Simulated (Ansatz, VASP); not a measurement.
Two plane-wave programs on MgO

Contents of POSCAR:

```
MgO
1.0
    0.0000000000      2.1375000000      2.1375000000
    2.1375000000      0.0000000000      2.1375000000
    2.1375000000      2.1375000000      0.0000000000
Mg O
1 1
Direct
    0.0000000000      0.0000000000      0.0000000000
    0.5000000000      0.5000000000      0.5000000000
```

File INCAR.step1:

```
PREC = Accurate ; ENCUT = 660
ISMEAR = -1 ; SIGMA = 0.02
LREAL = False ; LASPH = True
NELM = 120 ; NBANDS = 11
GGA = PE ; ALGO = Normal
EDIFF = 1E-5 ; LWAVE = True
LCHARG = False ; GGA_COMPAT = False
```

Contents of INCAR.step2:

```
PREC = Accurate ; ENCUT = 660
EDIFF = 1E-6 ; ISMEAR = -1
SIGMA = 0.02 ; LREAL = False
LASPH = True ; NELM = 120
ALGO = Normal ; ISIF = 2
LWAVE = False ; LCHARG = False
METAGGA = R2SCAN ; LMIXTAU = True
NBANDS = 11 ; ISTART = 1
GGA_COMPAT = False
```

Contents of KPOINTS:

```
Automatic mesh
0
Gamma
  5 5 5
```

Input for Ansatz:

```yaml
crystal:
  lattice:
    - [0.0, 2.1375, 2.1375]
    - [2.1375, 0.0, 2.1375]
    - [2.1375, 2.1375, 0.0]
  atoms:
    - { symbol: Mg, position: [0.0, 0.0, 0.0] }
    - { symbol: O, position: [0.5, 0.5, 0.5] }
hamiltonian:
  xc: r2scan
  pseudopotentials: { kind: paw }
basis:
  ecutwfc: 500
kpoints:
  mp_grid: { grid: [5, 5, 5] }
scf:
  occupations: { method: fermi_dirac, width: 0.02 }
  lower_state_search: "off"
  max_iter: 60
output:
  forces: true
  stress: true
```

Alike in both runs: task single point; functional r2SCAN; k mesh 5 × 5 × 5; occupations fermi-dirac, width 0.02 eV; no spin polarisation.

|  | VASP | Ansatz |
| --- | --- | --- |
| version | VASP 6.6.1 | Ansatz 0.2.0 |
| potentials or method | VASP PAW PBE potentials, release 64 (Mg, O), cutoff 660 eV | PAW, plane waves, scalar-relativistic |
| valence electrons in the cell | 8 | 16 |

VASP gave:

```
pressure (GPa) : -8.9
```

Q: What did Ansatz give for the same quantities?

A: Pressure (GPa): -7.5.

VASP's potentials were made for PBE, not for r2SCAN. With one functional, cell and mesh, what is left measures potentials, basis and numerics. VASP's potentials hold 8 valence electrons a cell and Ansatz's 16, so a difference there can come from the potentials and not from the codes.

The k mesh is coarse, so the values compare programs but aren't converged.
